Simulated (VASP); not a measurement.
# Ag3IO (Pm-3m) in VASP: a series of runs, part 2 of 2

VASP 6.6.1.

### 4 Single point, PBE, collinear spin

Contents of INCAR:

```
SYSTEM = Ag3IO
PREC = Accurate ; ENCUT = 520
EDIFF = 1E-6 ; ISMEAR = 0
SIGMA = 0.1 ; LREAL = .FALSE.
LASPH = .TRUE. ; NELM = 150
ALGO = Normal ; ISIF = 2
LWAVE = .FALSE. ; LCHARG = .FALSE.
ISPIN = 2 ; MAGMOM = 1 1 1 0 0
LORBIT = 11 ; LMAXMIX = 4
GGA = PE ; NBANDS = 35
```

Contents of KPOINTS:

```
regular mesh
0
G
  4 4 4
  0 0 0
```

Contents of POSCAR:

```
Ag3IO
1.0
    5.2847895100      0.0000000000      0.0000000000
    0.0000000000      5.2847895100      0.0000000000
    0.0000000000      0.0000000000      5.2847895100
Ag I O
3 1 1
Direct
    0.5000000000      0.0000000000      0.0000000000
    0.0000000000      0.5000000000      0.0000000000
    0.0000000000      0.0000000000      0.5000000000
    0.0000000000      0.0000000000      0.0000000000
    0.5000000000      0.5000000000      0.5000000000
```

Potentials or basis: VASP PAW PBE potentials, release 64 (Ag, I, O).

Launch:

```sh
> cat potpaw_PBE.64/Ag/POTCAR potpaw_PBE.64/I/POTCAR potpaw_PBE.64/O/POTCAR > POTCAR
> mpirun -np 1 vasp_std > vasp.out
```

OUTCAR:

```text
SYSTEM = Ag3IO
   PREC = Accurate
   ENCUT = 520
   EDIFF = 1E-6
   ISMEAR = 0
   LREAL = .FALSE.
   LASPH = .TRUE.
   NELM = 150
   ISIF = 2
   ISPIN = 2
   LORBIT = 11
   GGA = PE

 ion  position               nearest neighbor table
   1  0.500  0.000  0.000-   4 2.64   4 2.64
   2  0.000  0.500  0.000-   4 2.64   4 2.64
   3  0.000  0.000  0.500-   4 2.64   4 2.64
   4  0.000  0.000  0.000-   1 2.64   2 2.64   3 2.64   3 2.64   2 2.64   1 2.64
   5  0.500  0.500  0.500-
[... 979 lines left out ...]
     5.284789510  0.000000000  0.000000000     0.189222295  0.000000000  0.000000000
     0.000000000  5.284789510  0.000000000     0.000000000  0.189222295  0.000000000
     0.000000000  0.000000000  5.284789510     0.000000000  0.000000000  0.189222295

 POSITION                                       TOTAL-FORCE (eV/Angst)
 -----------------------------------------------------------------------------------
      2.64239      0.00000      0.00000         0.000000      0.000000      0.000000
      0.00000      2.64239      0.00000         0.000000      0.000000      0.000000
      0.00000      0.00000      2.64239         0.000000      0.000000      0.000000
      0.00000      0.00000      0.00000         0.000000      0.000000      0.000000
      2.64239      2.64239      2.64239         0.000000      0.000000      0.000000
 -----------------------------------------------------------------------------------
    total drift:                               -0.000000      0.000000     -0.000000

  FREE ENERGIE OF THE ION-ELECTRON SYSTEM (eV)
  ---------------------------------------------------
  free  energy   TOTEN  =        -9.5714326284 eV

  energy  without entropy=       -9.5570009240  energy(sigma->0) =       -9.56421678

 total charge

# of ion       s       p       d       tot
------------------------------------------
    1        0.311   0.153   9.306   9.770
    2        0.311   0.153   9.306   9.770
    3        0.311   0.153   9.306   9.770
    4        1.523   2.726   0.109   4.358
    5        1.594   3.093   0.000   4.686
--------------------------------------------------
tot          4.050   6.277  28.027  38.355

 magnetization (x)

# of ion       s       p       d       tot
------------------------------------------
    1        0.011   0.003   0.001   0.014
    2        0.011   0.003   0.001   0.014
    3        0.011   0.003   0.001   0.014
    4        0.007   0.005   0.003   0.015
    5       -0.002  -0.193   0.000  -0.195
--------------------------------------------------
tot          0.037  -0.180   0.005  -0.139
```

It took 2.9 min on 1 thread of Intel Xeon Platinum 8488C (Sapphire Rapids), shared host; peak memory 0.33 GiB.

What came out:

```yaml
Free_energy: -9.5714 eV
Pressure: 1.0 GPa
Net_moment: -0.11 μB per cell
Site_moments: Ag +0.01; I +0.01; O -0.20 μB
Valence_electrons_inside_the_program's_atomic_spheres: Ag 9.77; I 4.36; O 4.69
```

Levels at points of the mesh, in eV from the Fermi level:
Spin up:
| k point | band 19 | band 20 | band 21 | band 22 | band 23 | band 24 | band 25 | band 26 | band 27 | band 28 |
| --- | --- | --- | --- | --- | --- | --- | --- | --- | --- | --- |
| (0.00, 0.00, 0.00) | -4.42 | -4.23 | -1.05 | -0.15 | -0.15 | -0.15 | 0.45 | 0.45 | 5.24 | 5.24 |
| (0.50, 0.00, 0.00) | -4.09 | -3.74 | -1.31 | -0.11 | -0.11 | 0.60 | 0.78 | 2.83 | 3.98 | 3.98 |
| (0.50, 0.50, 0.00) | -3.28 | -3.28 | -0.12 | -0.12 | -0.10 | -0.01 | 0.95 | 3.76 | 3.76 | 3.78 |
| (0.50, 0.50, 0.50) | -2.78 | -2.78 | -0.68 | -0.68 | -0.68 | 1.93 | 1.93 | 1.93 | 4.15 | 4.15 |
Spin down:
| k point | band 19 | band 20 | band 21 | band 22 | band 23 | band 24 | band 25 | band 26 | band 27 | band 28 |
| --- | --- | --- | --- | --- | --- | --- | --- | --- | --- | --- |
| (0.00, 0.00, 0.00) | -4.41 | -4.22 | -1.02 | -0.47 | -0.47 | -0.47 | 0.48 | 0.48 | 5.24 | 5.24 |
| (0.50, 0.00, 0.00) | -4.08 | -3.72 | -1.39 | -0.43 | -0.43 | 0.55 | 0.63 | 2.86 | 3.99 | 3.99 |
| (0.50, 0.50, 0.00) | -3.27 | -3.27 | -0.42 | -0.42 | -0.34 | -0.07 | 0.99 | 3.75 | 3.75 | 3.81 |
| (0.50, 0.50, 0.50) | -2.77 | -2.77 | -0.89 | -0.89 | -0.89 | 1.84 | 1.84 | 1.84 | 4.17 | 4.17 |

Caveat: spin-orbit coupling is left out, which moves the levels of the heavy elements.

### 5 Relaxation of cell and atoms, PBE

Contents of INCAR:

```
SYSTEM = Ag3IO
  PREC = Accurate
  ENCUT = 600
  EDIFF = 1E-7
  ISMEAR = 0
  SIGMA = 0.1
  LREAL = .FALSE.
  LASPH = .TRUE.
  NELM = 80
  ALGO = Normal
  ISIF = 3
  LWAVE = .FALSE.
  LCHARG = .FALSE.
  GGA = PE
  IBRION = 2
  NSW = 100
  EDIFFG = -0.01
```

Contents of KPOINTS:

```
regular mesh
0
G
  8 8 8
  0 0 0
```

POSCAR is that of step 4.

Potentials or basis: VASP PAW PBE potentials, release 64 (Ag, I, O).

Launch:

```sh
> cat potpaw_PBE.64/Ag/POTCAR potpaw_PBE.64/I/POTCAR potpaw_PBE.64/O/POTCAR > POTCAR
> mpirun -np 1 vasp_std > vasp.out
```

OUTCAR:

```text
SYSTEM = Ag3IO
   PREC = Accurate
   ENCUT = 600
   EDIFF = 1E-7
   ISMEAR = 0
   LREAL = .FALSE.
   LASPH = .TRUE.
   NELM = 80
   ISIF = 3
   GGA = PE
   IBRION = 2
   NSW = 100
   EDIFFG = -0.01

 ion  position               nearest neighbor table
   1  0.500  0.000  0.000-   4 2.64   4 2.64
   2  0.000  0.500  0.000-   4 2.64   4 2.64
   3  0.000  0.000  0.500-   4 2.64   4 2.64
   4  0.000  0.000  0.000-   1 2.64   2 2.64   3 2.64   3 2.64   2 2.64   1 2.64
   5  0.500  0.500  0.500-

  LATTYP: Found a simple cubic cell.
 ALAT       =     5.2847895100

  Lattice vectors:

 A1 = (   5.2847895100,   0.0000000000,   0.0000000000)
 A2 = (   0.0000000000,   5.2847895100,   0.0000000000)
 A3 = (   0.0000000000,   0.0000000000,   5.2847895100)

Analysis of symmetry for initial positions (statically):
=====================================================================
 Subroutine PRICEL returns:
 Original cell was already a primitive cell.

 Routine SETGRP: Setting up the symmetry group for a
 simple cubic supercell.

 Subroutine GETGRP returns: Found 48 space group operations
 (whereof 48 operations were pure point group operations)
 out of a pool of 48 trial point group operations.

The static configuration has the point symmetry O_h .

Analysis of symmetry for dynamics (positions and initial velocities):
=====================================================================
 Subroutine PRICEL returns:
 Original cell was already a primitive cell.

 Routine SETGRP: Setting up the symmetry group for a
 simple cubic supercell.

 Subroutine GETGRP returns: Found 48 space group operations
 (whereof 48 operations were pure point group operations)
 out of a pool of 48 trial point group operations.

The dynamic configuration has the point symmetry O_h .

[... 122 lines left out ...]
   IMIX   =      4    mixing-type and parameters
     AMIX     =   0.40;   BMIX     =  1.00
     AMIX_MAG =   1.60;   BMIX_MAG =  1.00
  volume/ion in A,a.u.               =      29.52       199.21
  Fermi-wavevector in a.u.,A,eV,Ry     =   1.109941  2.097484 16.761945  1.231968
  Thomas-Fermi vector in A             =   2.246486
   LORBIT       =      0    0 simple, 1 ext, 2 COOP (PROOUT), +10 PAW based schemes
   GGA     = PE    functional components
   LHFCALC =     F    Hartree Fock is set to
   AEXX    =    0.0000 exact exchange contribution
   IVDW    =     0    specifies the selected vdW correction
   LEPSILON=     F    determine dielectric tensor
   LRPA    =     F    only Hartree local field effects (RPA)
 conjugate gradient relaxation of ions
 non-spin polarized calculation
 Gauss-broadening in eV      SIGMA  =   0.10
  energy-cutoff  :      600.00
  volume of cell :      147.60
 maximum number of plane-waves:      4956
   NGX = 21   NGY = 21   NGZ = 21

--------------------------------------- Ionic step        1  -------------------------------------------

 number of electron      45.9999996 magnetization

 Free energy of the ion-electron system (eV)
  ---------------------------------------------------
  ext. energy  EPLUGINS =         0.00000000
  ---------------------------------------------------
  free energy    TOTEN  =        -9.56373851 eV

  energy without entropy =       -9.55547966  energy(sigma->0) =       -9.55960908

------------------------ aborting loop because EDIFF is reached ----------------------------------------

  FORCE on cell =-STRESS in cart. coord.  units (eV):
  Direction    XX          YY          ZZ          XY          YZ          ZX
  --------------------------------------------------------------------------------------
  -------------------------------------------------------------------------------------
  Total        0.9016016      0.9016016      0.9016016     -0.0000000     -0.0000000      0.0000000
  in kB        9.7868331      9.7868331      9.7868331     -0.0000000     -0.0000000      0.0000000
  external PRESSURE =       9.7868331 kB  Pullay stress =       0.0000000 kB
[... 65 lines left out ...]
--------------------------------------- Ionic step        3  -------------------------------------------

 number of electron      45.9999988 magnetization

 Free energy of the ion-electron system (eV)
  ---------------------------------------------------
  ext. energy  EPLUGINS =         0.00000000
  ---------------------------------------------------
  free energy    TOTEN  =        -9.58056685 eV

  energy without entropy =       -9.57068149  energy(sigma->0) =       -9.57562417

 E-fermi :   2.6637     XC(G=0):  -8.3054

 val. band max:        2.6100539559   @ k =   0.5000   0.5000   0.0000
 cond. band min:       2.6918767398   @ k =   0.1250   0.1250   0.0000
 fundamental gap:      0.0818227839
 Fermi energy:         2.6637267460

 k-point     1 :       0.0000    0.0000    0.0000
  band No.  band energies     occupation
      1     -13.1795      2.00000
      2     -11.9919      2.00000
      3      -2.9241      2.00000
      4      -2.9241      2.00000
      5      -2.9241      2.00000
      6      -2.5204      2.00000
[... 709 lines left out ...]
     26       5.3932      0.00000
     27       5.8126      0.00000

 [... further k-points ...]
[... 5 lines left out ...]
  --------------------------------------------------------------------------------------
  -------------------------------------------------------------------------------------
  Total       -0.0438788     -0.0438788     -0.0438788     -0.0000000     -0.0000000      0.0000000
  in kB       -0.4574657     -0.4574657     -0.4574657     -0.0000000     -0.0000000      0.0000000
  external PRESSURE =      -0.4574657 kB  Pullay stress =       0.0000000 kB
[... 20 lines left out ...]
  FREE ENERGIE OF THE ION-ELECTRON SYSTEM (eV)
  ---------------------------------------------------
  free  energy   TOTEN  =        -9.5805668511 eV

  energy  without entropy=       -9.5706814938  energy(sigma->0) =       -9.57562417

 reached required accuracy - stopping structural energy minimisation
```

It took 7.7 min on 1 thread of Intel Xeon Platinum 8488C (Sapphire Rapids), shared host; peak memory 0.38 GiB.

What came out:

```
Free energy                           : -9.5806 eV
Relaxed volume                        : 30.74 Å³/atom
Relaxed cell                          : a = 5.356 Å, b = 5.356 Å, c = 5.356 Å, α = 90.00°, β = 90.00°, γ = 90.00°
Space group after relaxing (to 0.1 Å) : Pm-3m (No. 221)
Energy gained by relaxing             : 3.4 meV/atom
Ionic steps                           : 3
Pressure after relaxing               : 0.0 GPa
Band gap on the k mesh                : zero (bands 23 and 24 overlap by 0.12 eV)
```

The path:
```
step  energy change (eV)  largest force (eV/Å)  pressure (GPa)  volume (Å³)
   1              0.0000                0.0000            0.98       147.60
   2             -0.0152                0.0000            0.30       151.48
   3             -0.0168                0.0000           -0.05       153.68
```

Final structure:
```yaml
crystal:
  lattice:
    - [5.35635, 0.00000, 0.00000]
    - [0.00000, 5.35635, 0.00000]
    - [0.00000, 0.00000, 5.35635]
  atoms:
    - { symbol: Ag, position: [0.50000, 0.00000, 0.00000] }
    - { symbol: Ag, position: [0.00000, 0.50000, 0.00000] }
    - { symbol: Ag, position: [0.00000, 0.00000, 0.50000] }
    - { symbol: I, position: [0.00000, 0.00000, 0.00000] }
    - { symbol: O, position: [0.50000, 0.50000, 0.50000] }
```

Levels at points of the mesh, in eV from the Fermi level:
```tsv
k point	band 19	band 20	band 21	band 22	band 23	band 24	band 25	band 26	band 27
(0.00, 0.00, 0.00)	-4.29	-4.12	-1.04	-0.19	-0.19	-0.19	0.48	0.48	5.21
(0.50, 0.00, 0.00)	-3.97	-3.59	-1.25	-0.15	-0.15	0.63	0.68	2.77	4.02
(0.50, 0.50, 0.00)	-3.18	-3.18	-0.17	-0.17	-0.07	-0.05	1.12	3.63	3.63
(0.50, 0.50, 0.50)	-2.72	-2.72	-0.62	-0.62	-0.62	1.97	1.97	1.97	3.98
```

Caveat: spin-orbit coupling is left out, which moves the levels of the heavy elements.

### 6 Summary

```tsv
task	spin	cell	k mesh	cutoff (eV)	gap on the mesh (eV)	pressure (GPa)
single point	off	a = 5.285 Å, 5 atoms	4 × 4 × 4	520	none	1.0
single point	off	a = 5.360 Å, 5 atoms	8 × 8 × 8	520	none	-0.1
single point	collinear	a = 5.285 Å, 5 atoms	4 × 4 × 4	520	none	1.0
relaxation of cell and atoms	off	relaxed from a = 5.285 Å, 5 atoms	8 × 8 × 8	600	none	0.0
```

Alike in all rows: level PBE; potentials or basis VASP PAW PBE potentials, release 64 (Ag, I, O); smearing gaussian 0.1 eV.

Caveats: spin-orbit coupling is left out, which moves the levels of the heavy elements.

Absolute energies hang on the potentials; compare differences alone.
